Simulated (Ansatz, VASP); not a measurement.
# One calculation of Mg3Te2, two programs

```
CELL_PARAMETERS angstrom
4.36333 0.00000 0.00000
0.00000 4.36333 0.00000
0.00000 0.00000 11.46066
ATOMIC_POSITIONS crystal
Mg 0.50000 0.50000 0.25027
Mg 0.50000 0.50000 0.74973
Mg 0.50000 0.50000 0.50000
Te 0.50000 0.50000 0.00000
Te 0.00000 0.00000 0.00000
```

Alike in both runs: task relaxation of cell and atoms; functional PBE; k mesh 8 × 8 × 4; occupations gaussian, width 0.1 eV; no spin polarisation.

```csv
,VASP,Ansatz
version,VASP 6.6.1,Ansatz 0.2.0
potentials or method,"VASP PAW PBE potentials, release 64 (Mg, Te), cutoff 600 eV","scalar-relativistic, plane waves, PAW"
valence electrons in the cell,18,62
```

Ansatz gave:

```
gap on the k mesh at the Fermi level, each at its own relaxed structure (eV) : none
relaxed volume (Å³/atom)                                                     : 44.22
relaxed cell length with the largest relative difference (Å)                 : 4.417
```

Q: What did VASP give for the same quantities?

A: gap on the k mesh at the Fermi level, each at its own relaxed structure (eV): none; relaxed volume (Å³/atom): 44.17; relaxed cell length with the largest relative difference (Å): 4.416.

A gap of «none» marks a metal or a gap that the smearing closes. VASP's potentials hold 18 valence electrons a cell and Ansatz's 62, so a difference there can come from the potentials and not from the codes.

Spin-orbit coupling is off throughout.
